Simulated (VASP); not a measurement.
# Ir (I4/mmm) in VASP: notebook

Runs on Ir. Level: PBE. Tasks: single point.

Everything below comes from runs of VASP 6.6.1. Logs are shortened: lines on timing, memory, paths and dates and some standing lists are left out, and cuts for length are marked.

## 1. The cell of the first run

It takes space group I4/mmm (No. 139, tetragonal). The conventional cell has a = 2.715 Å, b = 2.715 Å, c = 3.551 Å, α = 90.00°, β = 90.00°, γ = 90.00°. Ir (site symmetry 4/mmm) has 12 Ir at 2.62 to 2.71 Å within 3.4 Å.

## 2. Single point, PBE (strain -0.0750 x Voigt [0, 0, 1, 0, 0, 0])

File INCAR:

```
SYSTEM = Ir
PREC = Accurate
ENCUT = 520
EDIFF = 1E-7
ISMEAR = 0
SIGMA = 0.15
LREAL = .False.
LASPH = .True.
NELM = 80
ALGO = Normal
ISIF = 2
LWAVE = .False.
LCHARG = .False.
GGA = PE
NBANDS = 10
```

File KPOINTS:

```
regular mesh
0
Gamma
  22 22 22
  0 0 0
```

File POSCAR:

```
Ir
1.0
    0.0000000000      1.9197000000      1.7757225000
    1.9197000000      0.0000000000      1.7757225000
    1.9197000000      1.9197000000      0.0000000000
Ir
1
Direct
    0.0000000000      0.0000000000      0.0000000000
```

Potentials or basis: VASP PAW PBE potentials, release 64 (Ir).

Command:

```console
$ cat potpaw_PBE.64/Ir/POTCAR > POTCAR
$ mpirun -np 1 vasp_std > vasp.out
```

OUTCAR:

```text
SYSTEM = Ir
   PREC = Accurate
   ENCUT = 520
   EDIFF = 1E-7
   ISMEAR = 0
   LREAL = .False.
   LASPH = .True.
   NELM = 80
   ISIF = 2
   GGA = PE

 ion  position               nearest neighbor table
   1  0.000  0.000  0.000-

  LATTYP: Found a body centered tetragonal cell.
 ALAT       =     2.7148657757
 C/A-ratio  =     1.3081475452

  Lattice vectors:

 A1 = (   0.0000000000,  -1.9197000000,  -1.7757225000)
 A2 = (   0.0000000000,   1.9197000000,  -1.7757225000)
 A3 = (   1.9197000000,   0.0000000000,   1.7757225000)

Analysis of symmetry for initial positions (statically):
=====================================================================
 Subroutine PRICEL returns:
 Original cell was already a primitive cell.

 Routine SETGRP: Setting up the symmetry group for a
 body centered tetragonal supercell.

 Subroutine GETGRP returns: Found 16 space group operations
 (whereof 16 operations were pure point group operations)
 out of a pool of 16 trial point group operations.

The static configuration has the point symmetry D_4h.

Analysis of symmetry for dynamics (positions and initial velocities):
=====================================================================
 Subroutine PRICEL returns:
 Original cell was already a primitive cell.

 Routine SETGRP: Setting up the symmetry group for a
 body centered tetragonal supercell.

 Subroutine GETGRP returns: Found 16 space group operations
 (whereof 16 operations were pure point group operations)
 out of a pool of 16 trial point group operations.

The dynamic configuration has the point symmetry D_4h.

 Subroutine INISYM returns: Found 16 space group operations
 (whereof 16 operations are pure point group operations),
 and found     1 'primitive' translations

----------------------------------------------------------------------------------------

                                     Primitive cell

  volume of cell :      13.0880

  direct lattice vectors                    reciprocal lattice vectors
     0.000000000  1.919700000  1.775722500    -0.260457363  0.260457363  0.281575528
     1.919700000  0.000000000  1.775722500     0.260457363 -0.260457363  0.281575528
     1.919700000  1.919700000  0.000000000     0.260457363  0.260457363 -0.281575528

  length of vectors
     2.615040819  2.615040819  2.714865776     0.463638710  0.463638710  0.463638710

  position of ions in fractional coordinates (direct lattice)
     0.000000000  0.000000000  0.000000000

  ion indices of the primitive-cell ions
   primitive index   ion index
                 1           1

----------------------------------------------------------------------------------------

 KPOINTS: regular mesh

Automatic generation of k-mesh.
 Grid dimensions read from file:
 generate k-points for:   22   22   22

 Generating k-lattice:

  Cartesian coordinates                     Fractional coordinates (reciprocal lattice)
    -0.011838971  0.011838971  0.012798888     0.045454545  0.000000000  0.000000000
     0.011838971 -0.011838971  0.012798888     0.000000000  0.045454545  0.000000000
     0.011838971  0.011838971 -0.012798888     0.000000000  0.000000000  0.045454545

  Length of vectors
     0.021074487  0.021074487  0.021074487

  Shift w.r.t. Gamma in fractional coordinates (k-lattice)
     0.000000000  0.000000000  0.000000000

 Subroutine IBZKPT returns following result:
 ===========================================

 Found    834 irreducible k-points:

 Following reciprocal coordinates:
            Coordinates               Weight
  0.000000  0.000000  0.000000      1.000000
  0.045455  0.000000  0.000000      8.000000
  0.090909  0.000000  0.000000      8.000000
  0.136364  0.000000  0.000000      8.000000
  0.181818  0.000000  0.000000      8.000000
  0.227273  0.000000  0.000000      8.000000
[... 16 lines left out ...]
  0.500000  0.045455  0.000000      8.000000
 -0.454545  0.045455  0.000000      8.000000
 [... further k-points ...]
   k-points           NKPTS =    834   k-points in BZ     NKDIM =    834   number of bands    NBANDS=     10
   number of dos      NEDOS =    301   number of ions     NIONS =      1
   total plane-waves  NPLWV =   8000
   dimension x,y,z NGX =    20 NGY =   20 NGZ =   20
   dimension x,y,z NGXF=    40 NGYF=   40 NGZF=   40
   ions per type =               1
   NGX,Y,Z   is equivalent  to a cutoff of  12.71, 12.71, 12.25 a.u.
   NGXF,Y,Z  is equivalent  to a cutoff of  25.43, 25.43, 24.49 a.u.
 SYSTEM =  Ir
   PREC   = accura    normal or accurate (medium, high low for compatibility)
   ISTART =      0    job   : 0-new  1-cont  2-samecut
   ICHARG =      2    charge: 1-file 2-atom 10-const
   ISPIN  =      1    spin polarized calculation?
   LNONCOLLINEAR =      F non collinear calculations
   LSORBIT =      F    spin-orbit coupling
   LASPH  =      T    aspherical Exc in radial PAW
   ENCUT  =  520.0 eV  38.22 Ry    6.18 a.u.   4.86  4.86  5.05*2*pi/ulx,y,z
   NELM   =     80;   NELMIN=  2; NELMDL= -5     # of ELM steps
   EDIFF  = 0.1E-06   stopping-criterion for ELM
   LREAL  =      F    real-space projection
   EDIFFG = 0.1E-05   stopping-criterion for IOM
   NSW    =      0    number of steps for IOM
   IBRION =     -1    ionic relax: 0-MD 1-quasi-New 2-CG
   NFREE  =      0    steps in history (QN), initial steepest desc. (CG)
   ISIF   =      2    stress and relaxation
   ISYM   =      2    0-nonsym 1-usesym 2-fastsym
   POTIM  = 0.5000    time-step for ionic-motion
   TEBEG  =    0.0;   TEEND  =   0.0 temperature during run
   PSTRESS=    0.0 pullay stress
   NELECT =       9.0000    total number of electrons
   NUPDOWN=      -1.0000    fix difference up-down
   EMIN   =  10.00;   EMAX   =-10.00  energy-range for DOS
   EFERMI =   0.00;   METHOD = LEGACY
   ISMEAR =     0;   SIGMA  =   0.15  broadening in eV -4-tet -1-fermi 0-gaus
   EFERMI_NEDOS =   21; number of points for ismear=-14 and -15
   IALGO  =     38    algorithm
   IMIX   =      4    mixing-type and parameters
     AMIX     =   0.40;   BMIX     =  1.00
     AMIX_MAG =   1.60;   BMIX_MAG =  1.00
  volume/ion in A,a.u.               =      13.09        88.32
  Fermi-wavevector in a.u.,A,eV,Ry     =   1.444991  2.730637 28.408940  2.087998
  Thomas-Fermi vector in A             =   2.563223
   LORBIT       =      0    0 simple, 1 ext, 2 COOP (PROOUT), +10 PAW based schemes
   GGA     = PE    functional components
   LHFCALC =     F    Hartree Fock is set to
   AEXX    =    0.0000 exact exchange contribution
   IVDW    =     0    specifies the selected vdW correction
   LEPSILON=     F    determine dielectric tensor
   LRPA    =     F    only Hartree local field effects (RPA)
 non-spin polarized calculation
 Gauss-broadening in eV      SIGMA  =   0.15
  energy-cutoff  :      520.00
  volume of cell :       13.09
 maximum number of plane-waves:       365
   NGX =  9   NGY =  9   NGZ =  9

 number of electron       8.9999999 magnetization

 Free energy of the ion-electron system (eV)
  ---------------------------------------------------
  ext. energy  EPLUGINS =         0.00000000
  ---------------------------------------------------
  free energy    TOTEN  =        -8.58738843 eV

  energy without entropy =       -8.57672978  energy(sigma->0) =       -8.58205911

 E-fermi :  11.7733     XC(G=0): -14.4536

 val. band max:       11.7651856320   @ k =   0.3636   0.0000   0.3182
 cond. band min:      11.7738041275   @ k =   0.3636   0.0000   0.0000
 fundamental gap:      0.0086184956
 Fermi energy:        11.7732597040

 k-point     1 :       0.0000    0.0000    0.0000
  band No.  band energies     occupation
      1      -0.1651      2.00000
      2       7.1417      2.00000
      3       7.1417      2.00000
      4       8.1935      2.00000
      5       9.7207      2.00000
      6      11.1311      2.00000
      7      26.0680      0.00000
      8      31.0904      0.00000
      9      31.0904      0.00000
     10      34.0762      0.00000

 k-point     2 :       0.0455    0.0000    0.0000
  band No.  band energies     occupation
      1      -0.0643      2.00000
      2       7.1290      2.00000
      3       7.1859      2.00000
      4       8.1914      2.00000
      5       9.7029      2.00000
      6      11.0882      2.00000
      7      26.2486      0.00000
      8      30.8920      0.00000
      9      31.2560      0.00000
     10      33.8107      0.00000

 k-point     3 :       0.0909    0.0000    0.0000
  band No.  band energies     occupation
      1       0.2308      2.00000
      2       7.0733      2.00000
      3       7.3021      2.00000
      4       8.2122      2.00000
      5       9.6702      2.00000
      6      10.9748      2.00000
      7      26.7586      0.00000
      8      30.1782      0.00000
      9      31.7440      0.00000
     10      33.7901      0.00000

 k-point     4 :       0.1364    0.0000    0.0000
  band No.  band energies     occupation
      1       0.6953      2.00000
      2       6.9604      2.00000
      3       7.4379      2.00000
      4       8.2931      2.00000
      5       9.6867      2.00000
      6      10.8352      2.00000
      7      27.4771      0.00000
      8      29.1228      0.00000
      9      32.5284      0.00000
     10      34.3686      0.00000
[... 222 lines left out ...]
 k-point    22 :       0.4545    0.0455    0.0000
  band No.  band energies     occupation
      1       2.9595      2.00000
      2       6.8647      2.00000
      3       7.9184      2.00000
      4       9.8481      2.00000
      5      12.7165      0.00000
      6      13.1069      0.00000
      7      20.6537      0.00000
      8      25.8997      0.00000
      9      31.8007      0.00000
     10      33.5311      0.00000

 k-point    23 :       0.5000    0.0455    0.0000
  band No.  band energies     occupation
      1       2.9438      2.00000
      2       6.8100      2.00000
      3       7.8492      2.00000
      4      10.3668      2.00000
      5      13.0230      0.00000
      6      13.2140      0.00000
      7      19.9864      0.00000
      8      25.6622      0.00000
      9      31.5845      0.00000
     10      32.9770      0.00000

 k-point    24 :      -0.4545    0.0455    0.0000
  band No.  band energies     occupation
      1       2.9497      2.00000
      2       6.8160      2.00000
      3       7.8403      2.00000
      4      10.3315      2.00000
      5      12.9724      0.00000
      6      13.0248      0.00000
      7      20.2001      0.00000
      8      25.7071      0.00000
      9      31.9396      0.00000
     10      32.8729      0.00000

 [... further k-points ...]

------------------------ aborting loop because EDIFF is reached ----------------------------------------

  FORCE on cell =-STRESS in cart. coord.  units (eV):
  Direction    XX          YY          ZZ          XY          YZ          ZX
  --------------------------------------------------------------------------------------
  -------------------------------------------------------------------------------------
  Total        3.0766606      3.0766606      5.8251663      0.0000000      0.0000000     -0.0000000
  in kB      376.6329847    376.6329847    713.0944985      0.0000000      0.0000000     -0.0000000
  external PRESSURE =     488.7868226 kB  Pullay stress =       0.0000000 kB

 VOLUME and BASIS-vectors are now :
 -----------------------------------------------------------------------------
  energy-cutoff  :      520.00
  volume of cell :       13.09
      direct lattice vectors                 reciprocal lattice vectors
     0.000000000  1.919700000  1.775722500    -0.260457363  0.260457363  0.281575528
     1.919700000  0.000000000  1.775722500     0.260457363 -0.260457363  0.281575528
     1.919700000  1.919700000  0.000000000     0.260457363  0.260457363 -0.281575528

 POSITION                                       TOTAL-FORCE (eV/Angst)
 -----------------------------------------------------------------------------------
      0.00000      0.00000      0.00000        -0.000000      0.000000      0.000000
 -----------------------------------------------------------------------------------
    total drift:                                0.000000      0.000000      0.000000

  FREE ENERGIE OF THE ION-ELECTRON SYSTEM (eV)
  ---------------------------------------------------
  free  energy   TOTEN  =        -8.5873884328 eV

  energy  without entropy=       -8.5767297841  energy(sigma->0) =       -8.58205911
```

Wall time 85 s (1 thread of Intel Xeon 8259CL, shared host); peak memory 0.23 GiB.

What came out:

- Free energy: -8.5874 eV
- Pressure: 48.9 GPa
- Band gap on the k mesh: zero (an odd number of electrons rules out a gap without spin polarisation)

Levels at points of the mesh, in eV from the Fermi level:
| k point | band 1 | band 2 | band 3 | band 4 | band 5 | band 6 | band 7 | band 8 | band 9 |
| --- | --- | --- | --- | --- | --- | --- | --- | --- | --- |
| (0.00, 0.00, 0.00) | -11.94 | -4.63 | -4.63 | -3.58 | -2.05 | -0.64 | 14.29 | 19.32 | 19.32 |
| (0.50, 0.00, 0.00) | -8.92 | -5.05 | -3.81 | -0.89 | 0.73 | 1.44 | 8.22 | 13.65 | 19.92 |
| (0.50, 0.50, 0.00) | -8.77 | -8.29 | 1.02 | 1.80 | 1.80 | 2.99 | 11.18 | 11.18 | 13.22 |
| (0.50, 0.00, 0.50) | -8.84 | -8.09 | 0.97 | 1.18 | 1.18 | 2.21 | 10.98 | 12.09 | 13.27 |

Caveat: the cell differs from its parent crystal (strain -0.0750 x Voigt [0, 0, 1, 0, 0, 0]); the stress differs along the axes, from 38 to 71 GPa; spin-orbit coupling is left out, which moves the levels of the heavy elements.

[end of part 1 of 2]
